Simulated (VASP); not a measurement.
# PbO (Litharge) (P4/nmm) in VASP: notebook

Runs on PbO (Litharge). Level: PBE. Tasks: single point.

Everything below comes from runs of VASP 6.6.1. Logs are shortened: lines on timing, memory, paths and dates and some standing lists are left out, and cuts for length are marked.

## (1) The cell of the first run

Symmetry: P4/nmm, No. 129, tetragonal system. The conventional cell has a = 3.963 Å, b = 3.963 Å, c = 4.976 Å, α = 90.00°, β = 90.00°, γ = 90.00°. Within 3.1 Å of Pb (site symmetry 4mm) lie 4 O at 2.31 Å. O (site symmetry -4m2) has 4 Pb at 2.31 Å and 4 O at 2.80 Å within 3.1 Å.

## (2) Single point, PBE (volume scaled by 0.98)

Input file INCAR:

```
PREC = Accurate ; ENCUT = 520
EDIFF = 1E-6 ; ISMEAR = -1
SIGMA = 0.05 ; LREAL = False
LASPH = True ; NELM = 60
ALGO = Normal ; ISIF = 2
LWAVE = False ; LCHARG = False
GGA = PE ; NBANDS = 28
```

Input file KPOINTS:

```
Automatic mesh
0
Gamma
  7 7 6
```

Input file POSCAR:

```
PbO
1.0
    3.9632206696      0.0000000000      0.0000000000
    0.0000000000      3.9632206696      0.0000000000
    0.0000000000      0.0000000000      4.9763748258
Pb O
2 2
Direct
    0.5000000000      0.0000000000      0.7600000000
    0.0000000000      0.5000000000      0.2400000000
    0.5000000000      0.5000000000      0.0000000000
    0.0000000000      0.0000000000      0.0000000000
```

Potentials or basis: VASP PAW PBE potentials, release 64 (Pb_d, O).

On the command line:

```sh
$ cat potpaw_PBE.64/Pb_d/POTCAR potpaw_PBE.64/O/POTCAR > POTCAR
$ mpirun -np 1 vasp_std > vasp.out
```

OUTCAR:

```text
PREC = Accurate
   ENCUT = 520
   EDIFF = 1E-6
   ISMEAR = -1
   LREAL = False
   LASPH = True
   NELM = 60
   ISIF = 2
   GGA = PE

 ion  position               nearest neighbor table
   1  0.500  0.000  0.760-   3 2.31   4 2.31   3 2.31   4 2.31   2 3.68   2 3.68   2 3.68   2 3.68
                             2 3.81   2 3.81   2 3.81   2 3.81
   2  0.000  0.500  0.240-   3 2.31   4 2.31   4 2.31   3 2.31   1 3.68   1 3.68   1 3.68   1 3.68
                             1 3.81   1 3.81   1 3.81   1 3.81
   3  0.500  0.500  0.000-   1 2.31   2 2.31   1 2.31   2 2.31
   4  0.000  0.000  0.000-   1 2.31   2 2.31   2 2.31   1 2.31

  LATTYP: Found a simple tetragonal cell.
 ALAT       =     3.9632206696
 C/A-ratio  =     1.2556390978

  Lattice vectors:

 A1 = (   3.9632206696,   0.0000000000,   0.0000000000)
 A2 = (   0.0000000000,   3.9632206696,   0.0000000000)
 A3 = (   0.0000000000,   0.0000000000,   4.9763748258)

Analysis of symmetry for initial positions (statically):
=====================================================================
 Subroutine PRICEL returns:
 Original cell was already a primitive cell.

 Routine SETGRP: Setting up the symmetry group for a
 simple tetragonal supercell.

 Subroutine GETGRP returns: Found 16 space group operations
 (whereof  8 operations were pure point group operations)
 out of a pool of 16 trial point group operations.

The static configuration has the point symmetry D_2d.
 The point group associated with its full space group is D_4h.

Analysis of symmetry for dynamics (positions and initial velocities):
=====================================================================
 Subroutine PRICEL returns:
 Original cell was already a primitive cell.

 Routine SETGRP: Setting up the symmetry group for a
 simple tetragonal supercell.

 Subroutine GETGRP returns: Found 16 space group operations
 (whereof  8 operations were pure point group operations)
 out of a pool of 16 trial point group operations.

The dynamic configuration has the point symmetry D_2d.
 The point group associated with its full space group is D_4h.

 Subroutine INISYM returns: Found 16 space group operations
 (whereof  8 operations are pure point group operations),
 and found     1 'primitive' translations

----------------------------------------------------------------------------------------

                                     Primitive cell

  volume of cell :      78.1645

  direct lattice vectors                    reciprocal lattice vectors
     3.963220670  0.000000000  0.000000000     0.252320041  0.000000000  0.000000000
     0.000000000  3.963220670  0.000000000     0.000000000  0.252320041  0.000000000
     0.000000000  0.000000000  4.976374826     0.000000000  0.000000000  0.200949493

  length of vectors
     3.963220670  3.963220670  4.976374826     0.252320041  0.252320041  0.200949493

  position of ions in fractional coordinates (direct lattice)
     0.500000000  0.000000000  0.760000000
     0.000000000  0.500000000  0.240000000
     0.500000000  0.500000000  0.000000000
     0.000000000  0.000000000  0.000000000

  ion indices of the primitive-cell ions
   primitive index   ion index
                 1           1
                 2           2
                 3           3
                 4           4

----------------------------------------------------------------------------------------

 KPOINTS: Automatic mesh

Automatic generation of k-mesh.
 Grid dimensions read from file:
 generate k-points for:    7    7    6

 Generating k-lattice:

  Cartesian coordinates                     Fractional coordinates (reciprocal lattice)
     0.036045720  0.000000000  0.000000000     0.142857143  0.000000000  0.000000000
     0.000000000  0.036045720  0.000000000     0.000000000  0.142857143  0.000000000
     0.000000000  0.000000000  0.033491582     0.000000000  0.000000000  0.166666667

  Length of vectors
     0.036045720  0.036045720  0.033491582

  Shift w.r.t. Gamma in fractional coordinates (k-lattice)
     0.000000000  0.000000000  0.000000000

 Subroutine IBZKPT returns following result:
 ===========================================

 Found     40 irreducible k-points:

 Following reciprocal coordinates:
            Coordinates               Weight
  0.000000  0.000000  0.000000      1.000000
  0.142857  0.000000  0.000000      4.000000
  0.285714  0.000000  0.000000      4.000000
  0.428571  0.000000  0.000000      4.000000
  0.142857  0.142857  0.000000      4.000000
  0.285714  0.142857  0.000000      8.000000
[... 16 lines left out ...]
  0.285714  0.000000  0.333333      8.000000
  0.428571  0.000000  0.333333      8.000000
 [... further k-points ...]
   k-points           NKPTS =     40   k-points in BZ     NKDIM =     40   number of bands    NBANDS=     28
   number of dos      NEDOS =    301   number of ions     NIONS =      4
   total plane-waves  NPLWV =  36000
   dimension x,y,z NGX =    30 NGY =   30 NGZ =   40
   dimension x,y,z NGXF=    60 NGYF=   60 NGZF=   80
   ions per type =               2   2
   NGX,Y,Z   is equivalent  to a cutoff of  12.58, 12.58, 13.36 a.u.
   NGXF,Y,Z  is equivalent  to a cutoff of  25.17, 25.17, 26.73 a.u.
 SYSTEM =  unknown system
   PREC   = accura    normal or accurate (medium, high low for compatibility)
   ISTART =      0    job   : 0-new  1-cont  2-samecut
   ICHARG =      2    charge: 1-file 2-atom 10-const
   ISPIN  =      1    spin polarized calculation?
   LNONCOLLINEAR =      F non collinear calculations
   LSORBIT =      F    spin-orbit coupling
   LASPH  =      T    aspherical Exc in radial PAW
   ENCUT  =  520.0 eV  38.22 Ry    6.18 a.u.   7.37  7.37  9.25*2*pi/ulx,y,z
   NELM   =     60;   NELMIN=  2; NELMDL= -5     # of ELM steps
   EDIFF  = 0.1E-05   stopping-criterion for ELM
   LREAL  =      F    real-space projection
   EDIFFG = 0.1E-04   stopping-criterion for IOM
   NSW    =      0    number of steps for IOM
   IBRION =     -1    ionic relax: 0-MD 1-quasi-New 2-CG
   NFREE  =      0    steps in history (QN), initial steepest desc. (CG)
   ISIF   =      2    stress and relaxation
   ISYM   =      2    0-nonsym 1-usesym 2-fastsym
   POTIM  = 0.5000    time-step for ionic-motion
   TEBEG  =    0.0;   TEEND  =   0.0 temperature during run
   PSTRESS=    0.0 pullay stress
   NELECT =      40.0000    total number of electrons
   NUPDOWN=      -1.0000    fix difference up-down
   EMIN   =  10.00;   EMAX   =-10.00  energy-range for DOS
   EFERMI =   0.00;   METHOD = LEGACY
   ISMEAR =    -1;   SIGMA  =   0.05  broadening in eV -4-tet -1-fermi 0-gaus
   EFERMI_NEDOS =   21; number of points for ismear=-14 and -15
   IALGO  =     38    algorithm
   IMIX   =      4    mixing-type and parameters
     AMIX     =   0.40;   BMIX     =  1.00
     AMIX_MAG =   1.60;   BMIX_MAG =  1.00
  volume/ion in A,a.u.               =      19.54       131.87
  Fermi-wavevector in a.u.,A,eV,Ry     =   1.309458  2.474517 23.329647  1.714681
  Thomas-Fermi vector in A             =   2.440056
   LORBIT       =      0    0 simple, 1 ext, 2 COOP (PROOUT), +10 PAW based schemes
   GGA     = PE    functional components
   LHFCALC =     F    Hartree Fock is set to
   AEXX    =    0.0000 exact exchange contribution
   IVDW    =     0    specifies the selected vdW correction
   LEPSILON=     F    determine dielectric tensor
   LRPA    =     F    only Hartree local field effects (RPA)
 non-spin polarized calculation
  energy-cutoff  :      520.00
  volume of cell :       78.16
 maximum number of plane-waves:      2146
 NGX is ok and might be reduce to    30
   NGX = 15   NGY = 15   NGZ = 19

 number of electron      39.9999992 magnetization

 Free energy of the ion-electron system (eV)
  ---------------------------------------------------
  ext. energy  EPLUGINS =         0.00000000
  ---------------------------------------------------
  free energy    TOTEN  =       -21.39628458 eV

  energy without entropy =      -21.39628453  energy(sigma->0) =      -21.39628456

 E-fermi :   6.0301     XC(G=0):  -9.9310

 val. band max:        5.3280353335   @ k =   0.0000   0.0000   0.0000
 cond. band min:       6.7142598492   @ k =   0.4286   0.4286   0.0000
 fundamental gap:      1.3862245157
 Fermi energy:         6.0301499019

 k-point     1 :       0.0000    0.0000    0.0000
  band No.  band energies     occupation
      1     -13.1330      2.00000
      2     -12.5719      2.00000
      3     -10.7293      2.00000
      4     -10.7293      2.00000
      5     -10.6666      2.00000
      6     -10.6491      2.00000
[... 20 lines left out ...]
     27      12.8144      0.00000
     28      13.3669      0.00000

 k-point     2 :       0.1429    0.0000    0.0000
  band No.  band energies     occupation
      1     -13.0881      2.00000
      2     -12.5870      2.00000
      3     -10.7186      2.00000
      4     -10.7180      2.00000
      5     -10.6511      2.00000
      6     -10.6368      2.00000
[... 20 lines left out ...]
     27      13.0628      0.00000
     28      14.6376      0.00000

 k-point     3 :       0.2857    0.0000    0.0000
  band No.  band energies     occupation
      1     -12.9754      2.00000
      2     -12.6366      2.00000
      3     -10.6896      2.00000
      4     -10.6871      2.00000
      5     -10.6111      2.00000
      6     -10.6068      2.00000
[... 20 lines left out ...]
     27      13.4000      0.00000
     28      16.7009      0.00000

 k-point     4 :       0.4286    0.0000    0.0000
  band No.  band energies     occupation
      1     -12.8421      2.00000
      2     -12.7237      2.00000
      3     -10.6505      2.00000
      4     -10.6484      2.00000
      5     -10.6167      2.00000
      6     -10.6134      2.00000
[... 20 lines left out ...]
     27      14.0098      0.00000
     28      15.1114      0.00000

 k-point     5 :       0.1429    0.1429    0.0000
  band No.  band energies     occupation
      1     -13.0474      2.00000
      2     -12.6005      2.00000
      3     -10.7244      2.00000
      4     -10.6882      2.00000
      5     -10.6373      2.00000
      6     -10.6277      2.00000
[... 20 lines left out ...]
     27      14.0488      0.00000
     28      15.1028      0.00000

 k-point     6 :       0.2857    0.1429    0.0000
  band No.  band energies     occupation
      1     -12.9464      2.00000
      2     -12.6450      2.00000
      3     -10.6998      2.00000
      4     -10.6508      2.00000
      5     -10.6074      2.00000
      6     -10.5966      2.00000
[... 463 lines left out ...]
      5     -10.6779      2.00000
      6     -10.6270      2.00000
[... 20 lines left out ...]
     27      13.7426      0.00000
     28      13.8937      0.00000

 k-point    22 :       0.1429    0.0000    0.3333
  band No.  band energies     occupation
      1     -13.0733      2.00000
      2     -12.5768      2.00000
      3     -10.6906      2.00000
      4     -10.6809      2.00000
      5     -10.6583      2.00000
      6     -10.6159      2.00000
[... 20 lines left out ...]
     27      13.9993      0.00000
     28      14.8066      0.00000

 k-point    23 :       0.2857    0.0000    0.3333
  band No.  band energies     occupation
      1     -12.9733      2.00000
      2     -12.6352      2.00000
      3     -10.6950      2.00000
      4     -10.6564      2.00000
      5     -10.6273      2.00000
      6     -10.6215      2.00000
[... 20 lines left out ...]
     27      14.2812      0.00000
     28      16.2512      0.00000

 k-point    24 :       0.4286    0.0000    0.3333
  band No.  band energies     occupation
      1     -12.8496      2.00000
      2     -12.7306      2.00000
      3     -10.6896      2.00000
      4     -10.6667      2.00000
      5     -10.6326      2.00000
      6     -10.6153      2.00000
[... 20 lines left out ...]
     27      14.6811      0.00000
     28      15.4206      0.00000

 [... further k-points ...]
[... 5 lines left out ...]
  --------------------------------------------------------------------------------------
  -------------------------------------------------------------------------------------
  Total        2.6321784      2.6321784      1.9091458      0.0000000      0.0000000      0.0000000
  in kB       53.9530879     53.9530879     39.1327244      0.0000000      0.0000000      0.0000000
  external PRESSURE =      49.0129667 kB  Pullay stress =       0.0000000 kB

 VOLUME and BASIS-vectors are now :
 -----------------------------------------------------------------------------
  energy-cutoff  :      520.00
  volume of cell :       78.16
      direct lattice vectors                 reciprocal lattice vectors
     3.963220670  0.000000000  0.000000000     0.252320041  0.000000000  0.000000000
     0.000000000  3.963220670  0.000000000     0.000000000  0.252320041  0.000000000
     0.000000000  0.000000000  4.976374826     0.000000000  0.000000000  0.200949493

 POSITION                                       TOTAL-FORCE (eV/Angst)
 -----------------------------------------------------------------------------------
      1.98161      0.00000      3.78204        -0.000000     -0.000000     -0.302453
      0.00000      1.98161      1.19433         0.000000      0.000000      0.302453
      1.98161      1.98161      0.00000         0.000000      0.000000      0.000000
      0.00000      0.00000      0.00000        -0.000000     -0.000000      0.000000
 -----------------------------------------------------------------------------------
    total drift:                                0.000000      0.000000      0.000000

  FREE ENERGIE OF THE ION-ELECTRON SYSTEM (eV)
  ---------------------------------------------------
  free  energy   TOTEN  =       -21.3962845826 eV

  energy  without entropy=      -21.3962845292  energy(sigma->0) =      -21.39628456
```

It took 68 s on 1 thread of Intel Xeon Platinum 8259CL at 2.50GHz (Skylake/Cascade Lake), shared host; peak memory 0.22 GiB.

Results:

| Item | Value |
| --- | --- |
| Free energy | -21.3963 eV |
| Pressure | 4.9 GPa |
| Largest force | 0.302 eV/Å |
| Band gap on the k mesh | 1.39 eV, indirect (least direct gap 2.40 eV) |

Forces on the atoms (eV/Å):
```
Pb   0.000  0.000 -0.302
Pb   0.000  0.000  0.302
O    0.000  0.000  0.000
O    0.000  0.000  0.000
```

Caveat: spin-orbit coupling is left out, which moves the levels of the heavy elements.

(Continued in part 2 of 2.)
